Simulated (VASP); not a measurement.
# Si (Imma) in VASP: single point with PBEsol

Aim: the single point of Si with PBEsol.

Program: VASP 6.6.1. These are calculated values, not measurements. Logs are shortened: lines on timing, memory, paths and dates and some standing lists are left out, and cuts for length are marked.

### 1 The cell of the first run

The structure is orthorhombic, space group Imma (No. 74). Conventional cell: a = 3.804 Å, b = 3.864 Å, c = 5.379 Å, α = 90.00°, β = 90.00°, γ = 90.00°. Si (site symmetry mm2) has 4 Si at 2.34 to 2.35 Å within 3.1 Å.

### 2 Single point, PBEsol

INCAR

```
SYSTEM = Si
PREC = Accurate
ENCUT = 500
EDIFF = 1E-6
ISMEAR = 0
SIGMA = 0.01
LREAL = .False.
LASPH = .True.
NELM = 120
ALGO = Normal
ISIF = 2
LWAVE = .False.
LCHARG = .True.
GGA = PS
LELF = .True.
LVHAR = .True.
NBANDS = 11
GGA_COMPAT = .False.
```

KPOINTS

```
regular mesh
0
Gamma
  4 4 4
  0 0 0
```

POSCAR

```
Si
1.0
    0.0212946715      2.7108588908      2.6895642193
    2.7108588908      0.0212946715      2.6895642193
    2.7321535623      2.7321535623      0.0000000000
Si
2
Direct
    0.0011229877      0.0011229877     -0.0011229877
    0.2488770123      0.2488770123      0.2511229877
```

Potentials or basis: VASP PAW PBE potentials, release 64 (Si).

Command:

```
$ cat potpaw_PBE.64/Si/POTCAR > POTCAR
$ mpirun -np 1 vasp_std > vasp.out
```

OUTCAR:

```text
SYSTEM = Si
   PREC = Accurate
   ENCUT = 500
   EDIFF = 1E-6
   ISMEAR = 0
   LREAL = .False.
   LASPH = .True.
   NELM = 120
   ISIF = 2
   GGA = PS

 ion  position               nearest neighbor table
   1  0.001  0.001  0.999-   2 2.34   2 2.34   2 2.35   2 2.35
   2  0.249  0.249  0.251-   1 2.34   1 2.34   1 2.35   1 2.35

  LATTYP: Found a body centered orthorhombic cell.
 ALAT       =     3.8036181958
 B/A-ratio  =     1.0158350348
 C/A-ratio  =     1.4142135624

  Lattice vectors:

 A1 = (   2.7108588908,   0.0212946715,  -2.6895642193)
 A2 = (  -2.7108588908,  -0.0212946715,  -2.6895642193)
 A3 = (   0.0212946715,   2.7108588908,   2.6895642193)

Analysis of symmetry for initial positions (statically):
=====================================================================
 Subroutine PRICEL returns:
 Original cell was already a primitive cell.

 Routine SETGRP: Setting up the symmetry group for a
 body centered orthorhombic supercell.

 Subroutine GETGRP returns: Found  8 space group operations
 (whereof  4 operations were pure point group operations)
 out of a pool of  8 trial point group operations.

The static configuration has the point symmetry C_2v.
 The point group associated with its full space group is D_2h.

Analysis of symmetry for dynamics (positions and initial velocities):
=====================================================================
 Subroutine PRICEL returns:
 Original cell was already a primitive cell.

 Routine SETGRP: Setting up the symmetry group for a
 body centered orthorhombic supercell.

 Subroutine GETGRP returns: Found  8 space group operations
 (whereof  4 operations were pure point group operations)
 out of a pool of  8 trial point group operations.

The dynamic configuration has the point symmetry C_2v.
 The point group associated with its full space group is D_2h.

 Subroutine INISYM returns: Found  8 space group operations
 (whereof  4 operations are pure point group operations),
 and found     1 'primitive' translations

----------------------------------------------------------------------------------------

                                     Primitive cell

  volume of cell :      39.5275

  direct lattice vectors                    reciprocal lattice vectors
     0.021294672  2.710858891  2.689564219    -0.185903722  0.185903722  0.185903722
     2.710858891  0.021294672  2.689564219     0.185903722 -0.185903722  0.185903722
     2.732153562  2.732153562  0.000000000     0.183005819  0.183005819 -0.185903722

  length of vectors
     3.818764863  3.818764863  3.863848622     0.321994693  0.321994693  0.318657267

  position of ions in fractional coordinates (direct lattice)
     0.001122988  0.001122988  0.998877012
     0.248877012  0.248877012  0.251122988

  ion indices of the primitive-cell ions
   primitive index   ion index
                 1           1
                 2           2

----------------------------------------------------------------------------------------

 KPOINTS: regular mesh

Automatic generation of k-mesh.
 Grid dimensions read from file:
 generate k-points for:    4    4    4

 Generating k-lattice:

  Cartesian coordinates                     Fractional coordinates (reciprocal lattice)
    -0.046475931  0.046475931  0.046475931     0.250000000  0.000000000  0.000000000
     0.046475931 -0.046475931  0.046475931     0.000000000  0.250000000  0.000000000
     0.045751455  0.045751455 -0.046475931    -0.000000000 -0.000000000  0.250000000

  Length of vectors
     0.080498673  0.080498673  0.079664317

  Shift w.r.t. Gamma in fractional coordinates (k-lattice)
     0.000000000  0.000000000  0.000000000

 Subroutine IBZKPT returns following result:
 ===========================================

 Found     18 irreducible k-points:

 Following reciprocal coordinates:
            Coordinates               Weight
  0.000000  0.000000  0.000000      1.000000
  0.250000  0.000000  0.000000      4.000000
  0.500000  0.000000  0.000000      2.000000
  0.250000  0.250000  0.000000      2.000000
  0.500000  0.250000  0.000000      4.000000
 -0.250000  0.250000  0.000000      2.000000
[... 10 lines left out ...]
  0.250000  0.250000  0.500000      2.000000
 -0.250000  0.250000  0.500000      2.000000
   k-points           NKPTS =     18   k-points in BZ     NKDIM =     18   number of bands    NBANDS=     11
   number of dos      NEDOS =    301   number of ions     NIONS =      2
   total plane-waves  NPLWV =  21952
   dimension x,y,z NGX =    28 NGY =   28 NGZ =   28
   dimension x,y,z NGXF=    56 NGYF=   56 NGZF=   56
   ions per type =               2
   NGX,Y,Z   is equivalent  to a cutoff of  12.19, 12.19, 12.05 a.u.
   NGXF,Y,Z  is equivalent  to a cutoff of  24.38, 24.38, 24.09 a.u.
 SYSTEM =  Si
   PREC   = accura    normal or accurate (medium, high low for compatibility)
   ISTART =      0    job   : 0-new  1-cont  2-samecut
   ICHARG =      2    charge: 1-file 2-atom 10-const
   ISPIN  =      1    spin polarized calculation?
   LNONCOLLINEAR =      F non collinear calculations
   LSORBIT =      F    spin-orbit coupling
   LASPH  =      T    aspherical Exc in radial PAW
   ENCUT  =  500.0 eV  36.75 Ry    6.06 a.u.   6.96  6.96  7.04*2*pi/ulx,y,z
   NELM   =    120;   NELMIN=  2; NELMDL= -5     # of ELM steps
   EDIFF  = 0.1E-05   stopping-criterion for ELM
   LREAL  =      F    real-space projection
   EDIFFG = 0.1E-04   stopping-criterion for IOM
   NSW    =      0    number of steps for IOM
   IBRION =     -1    ionic relax: 0-MD 1-quasi-New 2-CG
   NFREE  =      0    steps in history (QN), initial steepest desc. (CG)
   ISIF   =      2    stress and relaxation
   ISYM   =      2    0-nonsym 1-usesym 2-fastsym
   POTIM  = 0.5000    time-step for ionic-motion
   TEBEG  =    0.0;   TEEND  =   0.0 temperature during run
   PSTRESS=    0.0 pullay stress
   NELECT =       8.0000    total number of electrons
   NUPDOWN=      -1.0000    fix difference up-down
   EMIN   =  10.00;   EMAX   =-10.00  energy-range for DOS
   EFERMI =   0.00;   METHOD = LEGACY
   ISMEAR =     0;   SIGMA  =   0.01  broadening in eV -4-tet -1-fermi 0-gaus
   EFERMI_NEDOS =   21; number of points for ismear=-14 and -15
   IALGO  =     38    algorithm
   IMIX   =      4    mixing-type and parameters
     AMIX     =   0.40;   BMIX     =  1.00
     AMIX_MAG =   1.60;   BMIX_MAG =  1.00
  volume/ion in A,a.u.               =      19.76       133.37
  Fermi-wavevector in a.u.,A,eV,Ry     =   0.961181  1.816369 12.570000  0.923869
  Thomas-Fermi vector in A             =   2.090530
   LORBIT       =      0    0 simple, 1 ext, 2 COOP (PROOUT), +10 PAW based schemes
   GGA     = PS    functional components
   LHFCALC =     F    Hartree Fock is set to
   AEXX    =    0.0000 exact exchange contribution
   IVDW    =     0    specifies the selected vdW correction
   LEPSILON=     F    determine dielectric tensor
   LRPA    =     F    only Hartree local field effects (RPA)
 non-spin polarized calculation
 Gauss-broadening in eV      SIGMA  =   0.01
  energy-cutoff  :      500.00
  volume of cell :       39.53
 maximum number of plane-waves:      1015
   NGX = 13   NGY = 13   NGZ = 15

 number of electron       8.0000001 magnetization

 Free energy of the ion-electron system (eV)
  ---------------------------------------------------
  ext. energy  EPLUGINS =         0.00000000
  ---------------------------------------------------
  free energy    TOTEN  =       -11.28749088 eV

  energy without entropy =      -11.28749088  energy(sigma->0) =      -11.28749088

 E-fermi :   6.1093     XC(G=0):  -9.5820

 val. band max:        6.0292006456   @ k =   0.0000   0.0000   0.0000
 cond. band min:       6.3454182690   @ k =   0.5000   0.5000   0.0000
 fundamental gap:      0.3162176234
 Fermi energy:         6.1093265128

 k-point     1 :       0.0000    0.0000    0.0000
  band No.  band energies     occupation
      1      -6.1232      2.00000
      2       5.8739      2.00000
      3       6.0031      2.00000
      4       6.0292      2.00000
      5       8.3925      0.00000
      6       8.4259      0.00000
      7       8.5674      0.00000
      8       9.4652      0.00000
      9      13.5701      0.00000
     10      13.7114      0.00000
     11      13.7160      0.00000

 k-point     2 :       0.2500    0.0000    0.0000
  band No.  band energies     occupation
      1      -5.2995      2.00000
      2       2.0375      2.00000
      3       5.0855      2.00000
      4       5.2154      2.00000
      5       7.8845      0.00000
      6       9.3446      0.00000
      7       9.4590      0.00000
      8      12.9170      0.00000
      9      12.9927      0.00000
     10      13.1598      0.00000
     11      14.7499      0.00000

 k-point     3 :       0.5000    0.0000    0.0000
  band No.  band energies     occupation
      1      -3.6963      2.00000
      2      -1.1057      2.00000
      3       4.6401      2.00000
      4       4.7681      2.00000
      5       7.3790      0.00000
      6       9.1086      0.00000
      7       9.2446      0.00000
      8      13.4098      0.00000
      9      16.4968      0.00000
     10      16.5745      0.00000
     11      17.2664      0.00000
[... 183 lines left out ...]
 k-point    17 :       0.2500    0.2500    0.5000
  band No.  band energies     occupation
      1      -4.0856      2.00000
      2       0.4553      2.00000
      3       2.1117      2.00000
      4       4.6444      2.00000
      5       8.3566      0.00000
      6      10.7680      0.00000
      7      11.1547      0.00000
      8      12.2118      0.00000
      9      12.3918      0.00000
     10      15.2641      0.00000
     11      18.5580      0.00000

 k-point    18 :      -0.2500    0.2500    0.5000
  band No.  band energies     occupation
      1      -1.7427      2.00000
      2      -1.7427      2.00000
      3       1.9843      2.00000
      4       1.9843      2.00000
      5      10.1844      0.00000
      6      10.1844      0.00000
      7      11.0134      0.00000
      8      11.0134      0.00000
      9      16.4530      0.00000
     10      16.4530      0.00000
     11      18.9750      0.00000

------------------------ aborting loop because EDIFF is reached ----------------------------------------

  FORCE on cell =-STRESS in cart. coord.  units (eV):
  Direction    XX          YY          ZZ          XY          YZ          ZX
  --------------------------------------------------------------------------------------
  -------------------------------------------------------------------------------------
  Total        0.4874050      0.4874050      0.6616572     -0.2840129      0.0000000     -0.0000000
  in kB       19.7561199     19.7561199     26.8191314    -11.5119726      0.0000000     -0.0000000
  external PRESSURE =      22.1104571 kB  Pullay stress =       0.0000000 kB

 VOLUME and BASIS-vectors are now :
 -----------------------------------------------------------------------------
  energy-cutoff  :      500.00
  volume of cell :       39.53
      direct lattice vectors                 reciprocal lattice vectors
     0.021294672  2.710858891  2.689564219    -0.185903722  0.185903722  0.185903722
     2.710858891  0.021294672  2.689564219     0.185903722 -0.185903722  0.185903722
     2.732153562  2.732153562  0.000000000     0.183005819  0.183005819 -0.185903722

 POSITION                                       TOTAL-FORCE (eV/Angst)
 -----------------------------------------------------------------------------------
      2.73215      2.73215      0.00604         0.000000      0.000000     -0.011141
      1.36608      1.36608      1.33874        -0.000000     -0.000000      0.011141
 -----------------------------------------------------------------------------------
    total drift:                               -0.000000     -0.000000     -0.000000

  FREE ENERGIE OF THE ION-ELECTRON SYSTEM (eV)
  ---------------------------------------------------
  free  energy   TOTEN  =       -11.2874908753 eV

  energy  without entropy=      -11.2874908753  energy(sigma->0) =      -11.28749088
```

It took 4.3 s on 1 thread of Intel Xeon 6975P-C (Granite Rapids), shared host; peak memory 0.14 GiB.

What came out:

| Item | Value |
| --- | --- |
| Free energy | -11.2875 eV |
| Pressure | 2.2 GPa |
| Largest force | 0.011 eV/Å |
| Band gap on the k mesh | 0.32 eV, indirect (least direct gap 2.36 eV) |

Forces on the atoms (eV/Å):
```
Si   0.000  0.000 -0.011
Si   0.000  0.000  0.011
```

Levels at points of the mesh, in eV from the valence-band top:
| k point | band 2 | band 3 | band 4 | band 5 | band 6 | band 7 |
| --- | --- | --- | --- | --- | --- | --- |
| (0.00, 0.00, 0.00) | -0.16 | -0.03 | 0.00 | 2.36 | 2.40 | 2.54 |
| (0.50, 0.00, 0.00) | -7.13 | -1.39 | -1.26 | 1.35 | 3.08 | 3.22 |
| (0.50, 0.50, 0.00) | -7.88 | -3.13 | -2.91 | 0.32 | 0.55 | 10.04 |
| (0.00, 0.00, 0.50) | -7.17 | -1.24 | -1.23 | 1.52 | 3.22 | 3.22 |
| (0.50, 0.00, 0.50) | -7.95 | -2.96 | -2.96 | 0.50 | 0.50 | 10.08 |

Caveat: the k points lie up to 0.51 Å⁻¹ apart; the PAW data sets were made with another functional, which shifts forces and pressure a little.
